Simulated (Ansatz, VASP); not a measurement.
Two plane-wave programs on Ag

```
Ag
1.0
    -1.70232    1.70232    1.56613
     1.70232   -1.70232    1.56613
     1.70232    1.70232   -1.56613
Ag
1
Direct
  0.00000 0.00000 0.00000
```

Alike in both runs: task single point; functional PBEsol; k mesh 22 × 22 × 22; occupations gaussian, width 0.15 eV; no spin polarisation.

```csv
,VASP,Ansatz
version,VASP 6.6.1,Ansatz 0.2.0
potentials or method,"VASP PAW PBE potentials, release 64 (Ag), cutoff 520 eV","scalar-relativistic, plane waves, PAW"
valence electrons in the cell,11,19
```

|  | VASP | Ansatz | Ansatz less VASP |
| --- | --- | --- | --- |
| gap on the k mesh at the Fermi level (eV) | none | none | - |
| pressure (GPa) | -7.4 | -7.2 | +0.11 |
| traceless stress, the component that is largest in VASP (GPa) | -0.25 | -0.26 | -0.004 |

VASP's potentials were made for PBE, not for PBEsol. A gap of «none» marks a metal or a gap that the smearing closes. VASP's potentials hold 11 valence electrons a cell and Ansatz's 19, so a difference there can come from the potentials and not from the codes.
